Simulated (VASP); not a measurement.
Write the native input for VASP 6.6.1 that does the following.

- Task: single point
- Functional: r2SCAN
- Potentials or basis: VASP PAW PBE potentials, release 64 (Li_sv, Cl)
- Cutoff: 520 eV
- k mesh: 8 × 8 × 8
- Occupations: gaussian, width 0.01 eV
- Spin: no spin polarisation
- Dipole correction: no
- Further INCAR settings: ALGO = Normal; EDIFF = 1e-06; NBANDS = 12

LiCl:

```
CELL_PARAMETERS angstrom
0.04435 2.55603 2.55603
2.55603 0.04435 2.55603
2.60037 2.60037 0.00000
ATOMIC_POSITIONS crystal
Li 0.00000 0.00000 0.00000
Cl 0.50000 0.50000 0.50000
```

This cell differs from its parent crystal: shear xy strain +3.5%.

These files were run (other wordings do the same):

POSCAR

```
LiCl
1.0
    0.0443470373      2.5560252063      2.5560252063
    2.5560252063      0.0443470373      2.5560252063
    2.6003722436      2.6003722436      0.0000000000
Li Cl
1 1
Direct
    0.0000000000      0.0000000000      0.0000000000
    0.5000000000      0.5000000000      0.5000000000
```

INCAR.step1

```
  ALGO = Normal
  EDIFF = 1E-4
  ENCUT = 520
  GGA = PE
  ISMEAR = 0
  LASPH = T
  LCHARG = F
  LREAL = F
  LWAVE = T
  NBANDS = 12
  NELM = 80
  PREC = Accurate
  SIGMA = 0.01
```

INCAR.step2

```
  ALGO = Normal
  EDIFF = 1E-6
  ENCUT = 520
  ISIF = 2
  ISMEAR = 0
  ISTART = 1
  LASPH = T
  LCHARG = T
  LELF = T
  LMIXTAU = T
  LREAL = F
  LVHAR = T
  LWAVE = F
  METAGGA = R2SCAN
  NBANDS = 12
  NELM = 80
  PREC = Accurate
  SIGMA = 0.01
```

KPOINTS

```
k-points
0
Gamma
  8 8 8
```

Potentials or basis: VASP PAW PBE potentials, release 64 (Li_sv, Cl).

Launch:

```console
$ cat potpaw_PBE.64/Li_sv/POTCAR potpaw_PBE.64/Cl/POTCAR > POTCAR
$ cp INCAR.step1 INCAR
$ mpirun -np 1 vasp_std > vasp.out
$ cp INCAR.step2 INCAR
$ mpirun -np 1 vasp_std > vasp.out
```

It gave:

* Band gap on the k mesh: 7.24 eV, direct

Caveat: the cell differs from its parent crystal (shear xy strain +3.5%).

Run time: 2.2 min on 1 thread of Intel(R) Xeon(R) Platinum 8488C (Sapphire Rapids), with other jobs on the host, peak memory 0.18 GiB.
